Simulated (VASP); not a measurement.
# SbPt (P6_3/mmc) in VASP: a series of runs, part 3 of 3

VASP 6.6.1. Earlier steps stand in the parts before.

## Step 5: Electric field gradients, LDA (zz strain of -1 %)

Input file INCAR:

```
  PREC = Accurate
  ENCUT = 520
  EDIFF = 1E-8
  ISMEAR = -1
  SIGMA = 0.08
  LREAL = F
  LASPH = T
  NELM = 80
  ALGO = Normal
  ISIF = 2
  LWAVE = F
  LCHARG = F
  LEFG = T
  NBANDS = 23
```

Input file KPOINTS:

```
Automatic mesh
0
Gamma
  11 11 8
```

Input file POSCAR:

```
SbPt
1.0
    4.1299978706      0.0000000000      0.0000000000
   -2.0649989353      3.5766830735      0.0000000000
    0.0000000000      0.0000000000      5.4172800000
Sb Pt
2 2
Direct
    0.3333333333      0.6666666667      0.2500000000
    0.6666666667      0.3333333333      0.7500000000
    0.0000000000      0.0000000000      0.0000000000
    0.0000000000      0.0000000000      0.5000000000
```

Potentials or basis: VASP PAW LDA potentials, release 64 (Sb, Pt).

The run is started by

```bash
> cat potpaw_LDA.64/Sb/POTCAR potpaw_LDA.64/Pt/POTCAR > POTCAR
> mpirun -np 1 vasp_std > vasp.out
```

OUTCAR:

```text
PREC = Accurate
   ENCUT = 520
   EDIFF = 1E-8
   ISMEAR = -1
   LREAL = F
   LASPH = T
   NELM = 80
   ISIF = 2

 ion  position               nearest neighbor table
   1  0.333  0.667  0.250-   3 2.74   4 2.74   3 2.74   4 2.74   3 2.74   4 2.74   2 3.61   2 3.61
                             2 3.61   2 3.61   2 3.61   2 3.61
   2  0.667  0.333  0.750-   3 2.74   4 2.74   3 2.74   4 2.74   3 2.74   4 2.74   1 3.61   1 3.61
                             1 3.61   1 3.61   1 3.61   1 3.61
   3  0.000  0.000  0.000-   4 2.71   4 2.71   1 2.74   2 2.74   1 2.74   2 2.74   2 2.74   1 2.74

   4  0.000  0.000  0.500-   3 2.71   3 2.71   1 2.74   2 2.74   1 2.74   2 2.74   2 2.74   1 2.74

  LATTYP: Found a hexagonal cell.
 ALAT       =     4.1299978706
 C/A-ratio  =     1.3116907489

  Lattice vectors:

 A1 = (   4.1299978706,   0.0000000000,   0.0000000000)
 A2 = (  -2.0649989353,   3.5766830735,   0.0000000000)
 A3 = (   0.0000000000,   0.0000000000,   5.4172800000)

Analysis of symmetry for initial positions (statically):
=====================================================================
 Subroutine PRICEL returns:
 Original cell was already a primitive cell.

 Routine SETGRP: Setting up the symmetry group for a
 hexagonal supercell.

 Subroutine GETGRP returns: Found 24 space group operations
 (whereof 12 operations were pure point group operations)
 out of a pool of 24 trial point group operations.

The static configuration has the point symmetry D_3d.
 The point group associated with its full space group is D_6h.

Analysis of symmetry for dynamics (positions and initial velocities):
=====================================================================
 Subroutine PRICEL returns:
 Original cell was already a primitive cell.

 Routine SETGRP: Setting up the symmetry group for a
 hexagonal supercell.

 Subroutine GETGRP returns: Found 24 space group operations
 (whereof 12 operations were pure point group operations)
 out of a pool of 24 trial point group operations.

The dynamic configuration has the point symmetry D_3d.
 The point group associated with its full space group is D_6h.

 Subroutine INISYM returns: Found 24 space group operations
 (whereof 12 operations are pure point group operations),
 and found     1 'primitive' translations

----------------------------------------------------------------------------------------

                                     Primitive cell

  volume of cell :      80.0224

  direct lattice vectors                    reciprocal lattice vectors
     4.129997871  0.000000000  0.000000000     0.242130875  0.139794326  0.000000000
    -2.064998935  3.576683073  0.000000000     0.000000000  0.279588652  0.000000000
     0.000000000  0.000000000  5.417280000     0.000000000  0.000000000  0.184594483

  length of vectors
     4.129997871  4.129997871  5.417280000     0.279588652  0.279588652  0.184594483

  position of ions in fractional coordinates (direct lattice)
     0.333333333  0.666666667  0.250000000
     0.666666667  0.333333333  0.750000000
     0.000000000  0.000000000  0.000000000
     0.000000000  0.000000000  0.500000000

[... 88 lines left out ...]
   PSTRESS=    0.0 pullay stress
   NELECT =      30.0000    total number of electrons
   NUPDOWN=      -1.0000    fix difference up-down
   EMIN   =  10.00;   EMAX   =-10.00  energy-range for DOS
   EFERMI =   0.00;   METHOD = LEGACY
   ISMEAR =    -1;   SIGMA  =   0.08  broadening in eV -4-tet -1-fermi 0-gaus
   EFERMI_NEDOS =   21; number of points for ismear=-14 and -15
   IALGO  =     38    algorithm
   IMIX   =      4    mixing-type and parameters
     AMIX     =   0.40;   BMIX     =  1.00
     AMIX_MAG =   1.60;   BMIX_MAG =  1.00
  volume/ion in A,a.u.               =      20.01       135.00
  Fermi-wavevector in a.u.,A,eV,Ry     =   1.180442  2.230712 18.958954  1.393444
  Thomas-Fermi vector in A             =   2.316734
   LORBIT       =      0    0 simple, 1 ext, 2 COOP (PROOUT), +10 PAW based schemes
   GGA     = CA    functional components
   LHFCALC =     F    Hartree Fock is set to
   AEXX    =    0.0000 exact exchange contribution
   IVDW    =     0    specifies the selected vdW correction
   LEPSILON=     F    determine dielectric tensor
   LRPA    =     F    only Hartree local field effects (RPA)
 non-spin polarized calculation
  energy-cutoff  :      520.00
  volume of cell :       80.02
 maximum number of plane-waves:      2187
 NGX is ok and might be reduce to    32
   NGX = 15   NGY = 15   NGZ = 21

 number of electron      29.9999995 magnetization

 Free energy of the ion-electron system (eV)
  ---------------------------------------------------
  ext. energy  EPLUGINS =         0.00000000
  ---------------------------------------------------
  free energy    TOTEN  =       -26.35189716 eV

  energy without entropy =      -26.31170964  energy(sigma->0) =      -26.33180340

 E-fermi :  10.2661     XC(G=0): -11.7080

 val. band max:       10.2607808177   @ k =   0.2727   0.2727   0.1250
 cond. band min:      10.2931852985   @ k =   0.0909  -0.0000   0.1250
 fundamental gap:      0.0324044808
 Fermi energy:        10.2661118695

 k-point     1 :       0.0000    0.0000    0.0000
  band No.  band energies     occupation
      1      -2.8100      2.00000
      2       1.2328      2.00000
      3       3.1765      2.00000
      4       4.1026      2.00000
      5       4.1026      2.00000
      6       4.1288      2.00000
[... 613 lines left out ...]
     22      16.7864      0.00000
     23      17.5951      0.00000

 [... further k-points ...]
[... 5 lines left out ...]
  --------------------------------------------------------------------------------------
  -------------------------------------------------------------------------------------
  Total        0.8591111      0.8591111      1.0735340      0.0000000      0.0000000     -0.0000000
  in kB       17.2007870     17.2007870     21.4938791      0.0000000      0.0000000     -0.0000000
  external PRESSURE =      18.6318177 kB  Pullay stress =       0.0000000 kB

 VOLUME and BASIS-vectors are now :
 -----------------------------------------------------------------------------
  energy-cutoff  :      520.00
  volume of cell :       80.02
      direct lattice vectors                 reciprocal lattice vectors
     4.129997871  0.000000000  0.000000000     0.242130875  0.139794326  0.000000000
    -2.064998935  3.576683073  0.000000000     0.000000000  0.279588652  0.000000000
     0.000000000  0.000000000  5.417280000     0.000000000  0.000000000  0.184594483

 POSITION                                       TOTAL-FORCE (eV/Angst)
 -----------------------------------------------------------------------------------
     -0.00000      2.38446      1.35432        -0.000000      0.000000      0.000000
      2.06500      1.19223      4.06296        -0.000000     -0.000000      0.000000
      0.00000      0.00000      0.00000         0.000000      0.000000      0.000000
      0.00000      0.00000      2.70864         0.000000      0.000000      0.000000
 -----------------------------------------------------------------------------------
    total drift:                               -0.000000      0.000000      0.000000

  FREE ENERGIE OF THE ION-ELECTRON SYSTEM (eV)
  ---------------------------------------------------
  free  energy   TOTEN  =       -26.3518971576 eV

  energy  without entropy=      -26.3117096434  energy(sigma->0) =      -26.33180340

 Electric field gradients (V/A^2)
---------------------------------------------------------------------
 ion       V_xx      V_yy      V_zz      V_xy      V_xz      V_yz
---------------------------------------------------------------------
   1     -11.058   -11.058    22.116    -0.000    -0.000     0.000
   2     -11.058   -11.058    22.116    -0.000     0.000    -0.000
   3      69.239    69.239  -138.478    -0.000    -0.000     0.000
   4      69.239    69.239  -138.478    -0.000     0.000    -0.000
---------------------------------------------------------------------

 Electric field gradients after diagonalization (V/A^2)
 (convention: |V_zz| > |V_xx| > |V_yy|)
----------------------------------------------------------------------
 ion       V_xx      V_yy      V_zz     asymmetry (V_yy - V_xx)/ V_zz
----------------------------------------------------------------------
   1     -11.058   -11.058    22.116       0.000
   2     -11.058   -11.058    22.116       0.000
   3      69.239    69.238  -138.478       0.000
   4      69.239    69.238  -138.478       0.000
----------------------------------------------------------------------

           NMR quadrupolar parameters

 Cq : quadrupolar parameter    Cq=e*Q*V_zz/h
 eta: asymmetry parameters     (V_yy - V_xx)/ V_zz
 Q  : nuclear electric quadrupole moment in mb (millibarn)
----------------------------------------------------------------------
 ion       Cq(MHz)       eta       Q (mb)
----------------------------------------------------------------------
   1       0.053       0.000       1.000
   2       0.053       0.000       1.000
   3      -0.335       0.000       1.000
   4      -0.335       0.000       1.000
----------------------------------------------------------------------
```

Wall time 82 s (1 thread of AMD EPYC 9R45 (Zen 5), shared host); peak memory 0.23 GiB.

Results:

```yaml
Free_energy: -26.3519 eV
Pressure: 1.9 GPa
Band_gap_on_the_k_mesh: zero (band 15 reaches 12.63 eV, above the bottom of band 16 at 8.63 eV)
```

Electric field gradients, principal values (V/Å²):
| atom | least | middle | greatest (by size) |
| --- | --- | --- | --- |
| 1 Sb | -11.058 | -11.058 | 22.116 |
| 2 Sb | -11.058 | -11.058 | 22.116 |
| 3 Pt | 69.238 | 69.239 | -138.478 |
| 4 Pt | 69.238 | 69.239 | -138.478 |

Caveat: the cell differs from its parent crystal (zz strain of -1 %); without QUAD_EFG the Cq values of the log hold for a quadrupole moment of 1 mb, not for the nuclei; spin-orbit coupling is left out, which moves the levels of the heavy elements.

## Step 6: The runs side by side

| cell | gap on the mesh (eV) | pressure (GPa) |
| --- | --- | --- |
| a = 4.211, b = 4.211, c = 5.579 Å, angles 90.0, 90.0, 120.0°, 4 atoms | none | -7.5 |
| a = 4.213, b = 4.213, c = 5.472 Å, angles 90.0, 90.0, 120.0°, 4 atoms | none | -5.0 |
| a = 4.130, b = 4.130, c = 5.417 Å, angles 90.0, 90.0, 120.0°, 4 atoms | none | 1.9 |

Alike in all rows: task electric field gradients; level LDA; potentials or basis VASP PAW LDA potentials, release 64 (Sb, Pt); no spin polarisation; k mesh 11 × 11 × 8; cutoff (eV) 520; smearing fermi-dirac 0.08 eV.

Caveats: spin-orbit coupling is left out, which moves the levels of the heavy elements.

Total energies depend on the potentials used, so only differences within one code and one set of settings carry meaning.
